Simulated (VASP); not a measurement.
# Ni (Fm-3m) in VASP: notebook

The runs below take Ni through single point, relaxation of cell and atoms, with revPBE+D3(BJ), PBE+D4.

Program: VASP 6.6.1. These are calculated values, not measurements. Logs are shortened: lines on timing, memory, paths and dates and some standing lists are left out, and cuts for length are marked.

**1. The cell of the first run**

It takes space group Fm-3m (No. 225, cubic). The conventional cell has a = 3.463 Å, b = 3.463 Å, c = 3.463 Å, α = 90.00°, β = 90.00°, γ = 90.00°. Within 3.2 Å of Ni (site symmetry m-3m) lie 12 Ni at 2.45 Å.

**2. Single point, revPBE+D3(BJ), collinear spin, ferromagnetic start**

File INCAR:

```
SYSTEM = Ni
PREC     = Accurate       ! precision mode
ENCUT    = 520            ! plane-wave cutoff, eV
EDIFF    = 1E-7           ! SCF threshold, eV
ISMEAR   = 1              ! smearing method
SIGMA    = 0.3            ! smearing width, eV
LREAL    = .FALSE.        ! projectors in reciprocal space
LASPH    = .TRUE.         ! aspherical terms in the spheres
NELM     = 150            ! most SCF steps
ALGO     = Normal         ! electronic algorithm
ISIF     = 2              ! what is computed and relaxed
LWAVE    = .FALSE.        ! write WAVECAR
LCHARG   = .FALSE.        ! write CHGCAR
ISPIN    = 2              ! spin polarisation
MAGMOM   = 1              ! initial moments
LORBIT   = 11             ! projections on sites
LMAXMIX  = 4              ! l up to which the mixer works
GGA      = RE             ! functional
IVDW     = 12             ! dispersion correction
NBANDS   = 15             ! bands
```

File KPOINTS:

```
regular mesh
0
G
  14 14 14
  0 0 0
```

File POSCAR:

```
Ni
1.0
    2.4487450569      0.0000000000      0.0000000000
    1.2243725284      2.1206754267      0.0000000000
    1.2243725284      0.7068918089      1.9993919665
Ni
1
Direct
    0.0000000000      0.0000000000      0.0000000000
```

Potentials or basis: VASP PAW PBE potentials, release 64 (Ni).

On the command line:

```
cat potpaw_PBE.64/Ni/POTCAR > POTCAR
mpirun -np 1 vasp_std > vasp.out
```

OUTCAR:

```text
SYSTEM = Ni
   PREC = Accurate
   ENCUT = 520
   EDIFF = 1E-7
   ISMEAR = 1
   LREAL = .FALSE.
   LASPH = .TRUE.
   NELM = 150
   ISIF = 2
   ISPIN = 2
   LORBIT = 11
   GGA = RE
   IVDW = 12
 IVDW          = 12

 ion  position               nearest neighbor table
   1  0.000  0.000  0.000-

  LATTYP: Found a face centered cubic cell.
 ALAT       =     3.4630484703

  Lattice vectors:

 A1 = (   2.4487450569,   0.0000000000,   0.0000000000)
 A2 = (   1.2243725284,   2.1206754267,   0.0000000000)
 A3 = (   1.2243725284,   0.7068918089,   1.9993919665)

Analysis of symmetry for initial positions (statically):
=====================================================================
 Subroutine PRICEL returns:
 Original cell was already a primitive cell.

 Routine SETGRP: Setting up the symmetry group for a
 face centered cubic supercell.

 Subroutine GETGRP returns: Found 48 space group operations
 (whereof 48 operations were pure point group operations)
 out of a pool of 48 trial point group operations.

The static configuration has the point symmetry O_h .

Analysis of symmetry for dynamics (positions and initial velocities):
=====================================================================
 Subroutine PRICEL returns:
 Original cell was already a primitive cell.

 Routine SETGRP: Setting up the symmetry group for a
 face centered cubic supercell.

 Subroutine GETGRP returns: Found 48 space group operations
 (whereof 48 operations were pure point group operations)
 out of a pool of 48 trial point group operations.

The dynamic configuration has the point symmetry O_h .

Analysis of structural, dynamic, and magnetic symmetry:
=====================================================================
 Subroutine PRICEL returns:
 Original cell was already a primitive cell.

 Routine SETGRP: Setting up the symmetry group for a
 face centered cubic supercell.

 Subroutine GETGRP returns: Found 48 space group operations
 (whereof 48 operations were pure point group operations)
 out of a pool of 48 trial point group operations.

The overall configuration has the point symmetry O_h .

 Subroutine INISYM returns: Found 48 space group operations
 (whereof 48 operations are pure point group operations),
 and found     1 'primitive' translations

----------------------------------------------------------------------------------------

                                     Primitive cell

  volume of cell :      10.3828

  direct lattice vectors                    reciprocal lattice vectors
     2.448745057  0.000000000  0.000000000     0.408372443 -0.235773940 -0.166717352
     1.224372528  2.120675427  0.000000000     0.000000000  0.471547879 -0.166717352
     1.224372528  0.706891809  1.999391966     0.000000000  0.000000000  0.500152055

  length of vectors
     2.448745057  2.448745057  2.448745057     0.500152055  0.500152055  0.500152055

  position of ions in fractional coordinates (direct lattice)
     0.000000000  0.000000000  0.000000000

  ion indices of the primitive-cell ions
   primitive index   ion index
                 1           1

----------------------------------------------------------------------------------------

 KPOINTS: regular mesh

Automatic generation of k-mesh.
 Grid dimensions read from file:
 generate k-points for:   14   14   14

 Generating k-lattice:

  Cartesian coordinates                     Fractional coordinates (reciprocal lattice)
     0.029169460 -0.016840996 -0.011908382     0.071428571  0.000000000  0.000000000
     0.000000000  0.033681991 -0.011908382     0.000000000  0.071428571  0.000000000
     0.000000000  0.000000000  0.035725147     0.000000000  0.000000000  0.071428571

  Length of vectors
     0.035725147  0.035725147  0.035725147

  Shift w.r.t. Gamma in fractional coordinates (k-lattice)
     0.000000000  0.000000000  0.000000000

 Subroutine IBZKPT returns following result:
 ===========================================

 Found    104 irreducible k-points:

 Following reciprocal coordinates:
            Coordinates               Weight
[... 42 lines left out ...]
  ---------------------------------------------------
  ext. energy  EPLUGINS =         0.00000000
  ---------------------------------------------------
  free energy    TOTEN  =        -5.03002035 eV

  energy without entropy =       -5.02293568  energy(sigma->0) =       -5.02765879

 E-fermi :  10.1506     XC(G=0): -13.4448

 val. band max:       10.1473649183   @ k =  -0.3571   0.2143   0.0714
 cond. band min:      10.1513322820   @ k =   0.3571   0.2143   0.0000
 fundamental gap:      0.0039673638
 Fermi energy:        10.1506426755

 spin component 1

 k-point     1 :       0.0000    0.0000    0.0000
  band No.  band energies     occupation
      1       0.8375      1.00000
      2       7.6211      1.00000
      3       7.6211      1.00000
      4       7.6211      1.00000
      5       8.8737      1.00000
      6       8.8737      1.00000
      7      34.2595      0.00000
      8      38.5355      0.00000
      9      38.5355      0.00000
     10      38.5355      0.00000
     11      41.6402      0.00000
     12      41.6402      0.00000
     13      41.6402      0.00000
     14      44.4065      0.00000
[... 401 lines left out ...]
      2       6.9123      1.00000
      3       7.8765      1.00000
      4       8.1539      1.00000
      5       8.8289      1.00000
      6       9.2267      1.00006
      7      26.2059      0.00000
      8      31.9142      0.00000
      9      32.4014      0.00000
     10      35.3888      0.00000
     11      40.7618      0.00000
     12      44.5342      0.00000
     13      46.5726      0.00000
     14      48.8396      0.00000
     15      53.6518      0.00000

 [... further k-points ...]

 spin component 2

 k-point     1 :       0.0000    0.0000    0.0000
  band No.  band energies     occupation
      1       0.7795      1.00000
      2       8.3525      1.00000
      3       8.3525      1.00000
      4       8.3525      1.00000
      5       9.4346      1.00189
      6       9.4346      1.00189
      7      34.0723      0.00000
      8      38.4862      0.00000
      9      38.4862      0.00000
     10      38.4862      0.00000
     11      41.7111      0.00000
     12      41.7111      0.00000
     13      41.7111      0.00000
     14      44.2722      0.00000
[... 401 lines left out ...]
      2       7.5602      1.00000
      3       8.4747      1.00000
      4       8.8523      1.00000
      5       9.4822      1.00357
      6       9.8540      1.02392
      7      26.3047      0.00000
      8      31.9730      0.00000
      9      32.3422      0.00000
     10      35.4217      0.00000
     11      40.8722      0.00000
     12      44.4739      0.00000
     13      46.5170      0.00000
     14      48.8272      0.00000
     15      53.7184      0.00000

 [... further k-points ...]

------------------------ aborting loop because EDIFF is reached ----------------------------------------

 Edisp (eV)   -0.93676

 E8    (eV) :    -0.6543

  FORCE on cell =-STRESS in cart. coord.  units (eV):
  Direction    XX          YY          ZZ          XY          YZ          ZX
  --------------------------------------------------------------------------------------
  -------------------------------------------------------------------------------------
  Total      -0.01388    -0.01388    -0.01388     0.00000     0.00000     0.00000
  in kB      -2.14164    -2.14164    -2.14164     0.00000     0.00000     0.00000
  external pressure =       -2.14 kB  Pullay stress =        0.00 kB

 VOLUME and BASIS-vectors are now :
 -----------------------------------------------------------------------------
  energy-cutoff  :      520.00
  volume of cell :       10.38
      direct lattice vectors                 reciprocal lattice vectors
     2.448745057  0.000000000  0.000000000     0.408372443 -0.235773940 -0.166717352
     1.224372528  2.120675427  0.000000000     0.000000000  0.471547879 -0.166717352
     1.224372528  0.706891809  1.999391966     0.000000000  0.000000000  0.500152055

 POSITION                                       TOTAL-FORCE (eV/Angst)
 -----------------------------------------------------------------------------------
      0.00000      0.00000      0.00000         0.000000      0.000000      0.000000
 -----------------------------------------------------------------------------------
    total drift:                               -0.000000      0.000000     -0.000000

  FREE ENERGIE OF THE ION-ELECTRON SYSTEM (eV)
  ---------------------------------------------------
  free  energy   TOTEN  =        -5.9667838396 eV

  energy  without entropy=       -5.9596991703  energy(sigma->0) =       -5.96442228

 total charge

# of ion       s       p       d       tot
------------------------------------------
    1        0.516   0.540   8.337   9.393

 magnetization (x)

# of ion       s       p       d       tot
------------------------------------------
    1       -0.008  -0.028   0.637   0.600
```

It took 17 s on 1 thread of Intel Xeon 6975P-C (Granite Rapids), shared host; peak memory 0.15 GiB.

Results:

```
Free energy                                           : -5.9668 eV
Pressure                                              : -0.2 GPa
Net moment                                            : 0.59 μB per cell
Site moments                                          : Ni +0.60 μB
Valence electrons inside the program's atomic spheres : Ni 9.39
Dispersion energy per atom                            : -0.937 eV
```

Levels at points of the mesh, in eV from the Fermi level:
Spin up:
```
           k point  band 3  band 4  band 5  band 6  band 7  band 8
(0.00, 0.00, 0.00)   -2.53   -2.53   -1.28   -1.28   24.11   28.38
(0.50, 0.00, 0.00)   -2.52   -0.57   -0.57   -0.36    6.04   22.57
(0.50, 0.50, 0.00)   -0.52   -0.43   -0.43    2.50    9.67   15.31
```
Spin down:
```csv
k point,band 1,band 2,band 3,band 4,band 5,band 6,band 7,band 8,band 9,band 10
"(0.00, 0.00, 0.00)",-9.37,-1.80,-1.80,-1.80,-0.72,-0.72,23.92,28.34,28.34,28.34
"(0.50, 0.00, 0.00)",-4.66,-1.93,-1.93,-0.45,0.17,0.17,6.45,22.40,25.63,25.63
"(0.50, 0.50, 0.00)",-4.60,-3.83,0.07,0.42,0.42,2.44,9.89,15.30,15.30,20.47
```

Caveat: the PAW data sets were made with another functional, which shifts forces and pressure a little; pairwise dispersion overbinds metals, which lowers pressure and volume.

**3. Single point, PBE+D4, collinear spin, ferromagnetic start**

This run uses another cell than the first one, of 10.56 Å³/atom, 1.017 times its volume.

File INCAR:

```
SYSTEM = Ni
ALGO     = Normal         ! electronic algorithm
EDIFF    = 1E-6           ! SCF threshold, eV
ENCUT    = 520            ! plane-wave cutoff, eV
GGA      = PE             ! functional
ISIF     = 2              ! what is computed and relaxed
ISMEAR   = 1              ! smearing method
ISPIN    = 2              ! spin polarisation
IVDW     = 13             ! dispersion correction
LASPH    = .True.         ! aspherical terms in the spheres
LCHARG   = .False.        ! write CHGCAR
LMAXMIX  = 4              ! l up to which the mixer works
LORBIT   = 11             ! projections on sites
LREAL    = .False.        ! projectors in reciprocal space
LWAVE    = .False.        ! write WAVECAR
MAGMOM   = 1              ! initial moments
NBANDS   = 15             ! bands
NELM     = 150            ! most SCF steps
PREC     = Accurate       ! precision mode
SIGMA    = 0.3            ! smearing width, eV
```

File KPOINTS:

```
k-points
0
Gamma
  14 14 14
  0 0 0
```

File POSCAR:

```
Ni
1.0
    2.4626935744      0.0000000000      0.0000000000
    1.2313467872      2.1327551971      0.0000000000
    1.2313467872      0.7109183990      2.0107808833
Ni
1
Direct
    0.0000000000      0.0000000000      0.0000000000
```

Potentials or basis: VASP PAW PBE potentials, release 64 (Ni).

On the command line:

```
cat potpaw_PBE.64/Ni/POTCAR > POTCAR
mpirun -np 1 vasp_std > vasp.out
```

Run time: 16 s. Hardware: 1 thread of Intel Xeon 6975P-C (Granite Rapids), shared host; peak memory 0.14 GiB.

Results (log left out):

| Property | Result |
| --- | --- |
| Free energy | -5.9317 eV |
| Pressure | -0.3 GPa |
| Net moment | 0.60 μB per cell |
| Site moments | Ni +0.60 μB |
| Valence electrons inside the program's atomic spheres | Ni 9.37 |
| Dispersion energy per atom | -0.468 eV |

Levels at points of the mesh, in eV from the Fermi level:
Spin up:
```
           k point  band 2  band 3  band 4  band 5  band 6  band 7  band 8  band 9
(0.00, 0.00, 0.00)   -2.48   -2.48   -2.48   -1.25   -1.25   23.99   28.09   28.09
(0.50, 0.00, 0.00)   -2.46   -2.46   -0.56   -0.56   -0.33    5.90   22.47   25.22
(0.50, 0.50, 0.00)   -4.32   -0.51   -0.42   -0.42    2.48    9.51   15.12   15.12
```
Spin down:
```tsv
k point	band 2	band 3	band 4	band 5	band 6	band 7	band 8	band 9
(0.00, 0.00, 0.00)	-1.76	-1.76	-1.76	-0.69	-0.69	23.83	28.06	28.06
(0.50, 0.00, 0.00)	-1.87	-1.87	-0.39	0.16	0.16	6.31	22.32	25.29
(0.50, 0.50, 0.00)	-3.74	0.07	0.41	0.41	2.44	9.74	15.13	15.13
```

Caveat: pairwise dispersion overbinds metals, which lowers pressure and volume.

**4. Relaxation of cell and atoms, PBE+D4, collinear spin, ferromagnetic start**

This run uses another cell than the first one, of 10.94 Å³/atom, 1.054 times its volume.

File INCAR:

```
PREC = Accurate
ENCUT = 600
EDIFF = 1E-7
ISMEAR = 1
SIGMA = 0.3
LREAL = F
LASPH = T
NELM = 150
ALGO = Normal
ISIF = 3
LWAVE = F
LCHARG = F
ISPIN = 2
MAGMOM = 1
LORBIT = 11
LMAXMIX = 4
GGA = PE
IVDW = 13
IBRION = 2
NSW = 80
EDIFFG = -0.01
```

File KPOINTS:

```
Automatic mesh
0
Gamma
  14 14 14
```

File POSCAR:

```
Ni
1.0
    2.4917520000      0.0000000000      0.0000000000
    1.2458760000      2.1579205319      0.0000000000
    1.2458760000      0.7193068440      2.0345069885
Ni
1
Direct
    0.0000000000      0.0000000000      0.0000000000
```

On the command line:

```
cat potpaw_PBE.64/Ni/POTCAR > POTCAR
mpirun -np 1 vasp_std > vasp.out
```

Run time: 32 s. Hardware: 1 thread of Intel Xeon 6975P-C (Granite Rapids), shared host; peak memory 0.15 GiB.

The run converged. Its results:

* Free energy: -5.9316 eV
* Relaxed volume: 10.55 Å³/atom
* Relaxed cell: a = 2.461 Å, b = 2.461 Å, c = 2.461 Å, α = 60.00°, β = 60.00°, γ = 60.00°
* Space group after relaxing (to 0.05 Å): Fm-3m (No. 225)
* Energy gained by relaxing: 9.2 meV/atom
* Ionic steps: 3
* Pressure after relaxing: 0.0 GPa
* Net moment: 0.59 μB per cell
* Site moments: Ni +0.60 μB
* Valence electrons inside the program's atomic spheres: Ni 9.37
* Dispersion energy per atom: -0.468 eV

Step by step:
```csv
step,energy change (eV),largest force (eV/Å),pressure (GPa),volume (Å³)
1,0.0000,0.0000,-7.17,10.94
2,-0.0003,0.0000,8.19,10.18
3,-0.0092,0.0000,0.00,10.55
```

Final structure:
```cif
data_structure
_symmetry_space_group_name_H-M 'P 1'
_symmetry_Int_Tables_number 1
_cell_length_a 2.4615
_cell_length_b 2.4615
_cell_length_c 2.4615
_cell_angle_alpha 60.000
_cell_angle_beta 60.000
_cell_angle_gamma 60.000
_cell_volume 10.55
loop_
_atom_site_label
_atom_site_type_symbol
_atom_site_fract_x
_atom_site_fract_y
_atom_site_fract_z
_atom_site_occupancy
Ni1 Ni 0.00000 0.00000 0.00000 1
```

Levels at points of the mesh, in eV from the Fermi level:
Spin up:
```
           k point  band 2  band 3  band 4  band 5  band 6  band 7  band 8  band 9
(0.00, 0.00, 0.00)   -2.48   -2.48   -2.48   -1.25   -1.25   24.01   28.11   28.11
(0.50, 0.00, 0.00)   -2.47   -2.47   -0.56   -0.56   -0.33    5.91   22.48   25.24
(0.50, 0.50, 0.00)   -4.33   -0.51   -0.42   -0.42    2.49    9.52   15.14   15.14
```
Spin down:
```tsv
k point	band 3	band 4	band 5	band 6	band 7	band 8
(0.00, 0.00, 0.00)	-1.76	-1.76	-0.69	-0.69	23.84	28.08
(0.50, 0.00, 0.00)	-1.88	-0.40	0.16	0.16	6.32	22.34
(0.50, 0.50, 0.00)	0.07	0.41	0.41	2.44	9.76	15.14
```

Caveat: pairwise dispersion overbinds metals, which lowers pressure and volume.

**5. Relaxation of cell and atoms, revPBE+D3(BJ), collinear spin, ferromagnetic start**

This run uses another cell than the first one, of 10.94 Å³/atom, 1.054 times its volume.

File INCAR:

```
SYSTEM = Ni
ALGO = Normal
EDIFF = 1E-6
EDIFFG = -0.01
ENCUT = 600
GGA = RE
IBRION = 2
ISIF = 3
ISMEAR = 1
ISPIN = 2
IVDW = 12
LASPH = .True.
LCHARG = .False.
LMAXMIX = 4
LORBIT = 11
LREAL = .False.
LWAVE = .False.
MAGMOM = 1
NELM = 150
NSW = 80
PREC = Accurate
SIGMA = 0.3
```

File KPOINTS:

```
k-points
0
Gamma
  14 14 14
  0 0 0
```

POSCAR is that of step 4.

On the command line:

```
cat potpaw_PBE.64/Ni/POTCAR > POTCAR
mpirun -np 1 vasp_std > vasp.out
```

Wall time 31 s (1 thread of Intel Xeon 6975P-C (Granite Rapids), shared host); peak memory 0.16 GiB.

Results (log left out):

```yaml
Free_energy: -5.9666 eV
Relaxed_volume: 10.37 Å³/atom
Relaxed_cell: a = 2.448 Å, b = 2.448 Å, c = 2.448 Å, α = 60.00°, β = 60.00°, γ = 60.00°
Space_group_after_relaxing_to_0.05_Å: Fm-3m (No. 225)
Energy_gained_by_relaxing: 19.3 meV/atom
Ionic_steps: 3
Pressure_after_relaxing: 0.0 GPa
Net_moment: 0.59 μB per cell
Site_moments: Ni +0.60 μB
Valence_electrons_inside_the_program's_atomic_spheres: Ni 9.39
Dispersion_energy_per_atom: -0.938 eV
```

The path:
```csv
step,energy change (eV),largest force (eV/Å),pressure (GPa),volume (Å³)
1,0.0000,0.0000,-10.29,10.94
2,-0.0007,0.0000,12.51,9.86
3,-0.0193,0.0000,-0.04,10.37
```

Final structure:
```
Ni
1.0
     2.44796    0.00000    0.00000
     1.22398    2.11999    0.00000
     1.22398    0.70666    1.99875
Ni
1
Cartesian
  1.2240 0.7067 1.9987
```

Levels at points of the mesh, in eV from the Fermi level:
Spin up:
```csv
k point,band 1,band 2,band 3,band 4,band 5,band 6,band 7,band 8,band 9,band 10
"(0.00, 0.00, 0.00)",-9.32,-2.53,-2.53,-2.53,-1.28,-1.28,24.12,28.40,28.40,28.40
"(0.50, 0.00, 0.00)",-5.07,-2.52,-2.52,-0.57,-0.57,-0.37,6.05,22.58,25.59,25.59
"(0.50, 0.50, 0.00)",-4.92,-4.43,-0.52,-0.43,-0.43,2.51,9.68,15.32,15.32,20.34
```
Spin down:
```tsv
k point	band 1	band 2	band 3	band 4	band 5	band 6	band 7	band 8	band 9	band 10
(0.00, 0.00, 0.00)	-9.38	-1.80	-1.80	-1.80	-0.72	-0.72	23.93	28.35	28.35	28.35
(0.50, 0.00, 0.00)	-4.67	-1.93	-1.93	-0.45	0.17	0.17	6.45	22.41	25.65	25.65
(0.50, 0.50, 0.00)	-4.61	-3.84	0.07	0.42	0.42	2.44	9.90	15.31	15.31	20.49
```

Caveat: the PAW data sets were made with another functional, which shifts forces and pressure a little; pairwise dispersion overbinds metals, which lowers pressure and volume.

**6. Overview**

```csv
task,level,cell,cutoff (eV),gap on the mesh (eV),pressure (GPa),moment (μB),relaxed volume (Å³/atom)
single point,revPBE+D3(BJ),"a = 2.449 Å, angles 60.0°, 1 atom",520,none,-0.2,0.59,-
single point,PBE+D4,"a = 2.463 Å, angles 60.0°, 1 atom",520,none,-0.3,0.60,-
relaxation of cell and atoms,PBE+D4,"relaxed from a = 2.492 Å, angles 60.0°, 1 atom",600,none,0.0,0.59,10.55
relaxation of cell and atoms,revPBE+D3(BJ),"relaxed from a = 2.492 Å, angles 60.0°, 1 atom",600,none,0.0,0.59,10.37
```

Alike in all rows: potentials or basis VASP PAW PBE potentials, release 64 (Ni); spin collinear, ferromagnetic start; k mesh 14 × 14 × 14; smearing methfessel-paxton 0.3 eV.

Caveats: pairwise dispersion overbinds metals, which lowers pressure and volume; the PAW data sets were made with another functional, which shifts forces and pressure a little (some runs).

Total energies depend on the potentials used, so only differences within one code and one set of settings carry meaning.
